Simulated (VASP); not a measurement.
MgO: single point with PBE

Crystal: MgO.

```
Mg O
1.0
     3.51989    0.00000    0.00000
    -1.75995    3.04832    0.00000
     0.00000    0.00000    4.44633
Mg O
2 2
Direct
  0.66667 0.33333 0.75000
  0.33333 0.66667 0.25000
  0.66667 0.33333 0.25000
  0.33333 0.66667 0.75000
```

```yaml
Program: VASP 6.6.1
Task: single point
Functional: PBE
Potentials_or_basis: VASP PAW PBE potentials, release 64 (Mg, O)
Cutoff: 520 eV
k_mesh: 9 × 9 × 6
Occupations: gaussian, width 0.05 eV
Spin: no spin polarisation
```

* Pressure: -5.5 GPa
* Band gap on the k mesh: 2.95 eV

Stress tensor (GPa, compression positive):
```
-3.73  0.00  0.00
 0.00 -3.73  0.00
 0.00  0.00 -9.08
```

Levels at points of the mesh, in eV from the valence-band top:
```
           k point  band 5  band 6  band 7  band 8  band 9  band 10  band 11  band 12
(0.00, 0.00, 0.00)   -1.59   -0.84   -0.84    0.00    2.95     8.61    11.09    12.28
(0.00, 0.00, 0.50)   -1.22   -1.22   -1.22   -1.22    5.90     5.90    12.64    12.64
```

Wall time 53 s on 1 thread of Intel Xeon 8259CL, on a shared host, peak memory 0.19 GiB.

Caveat: the cell stands under tension.
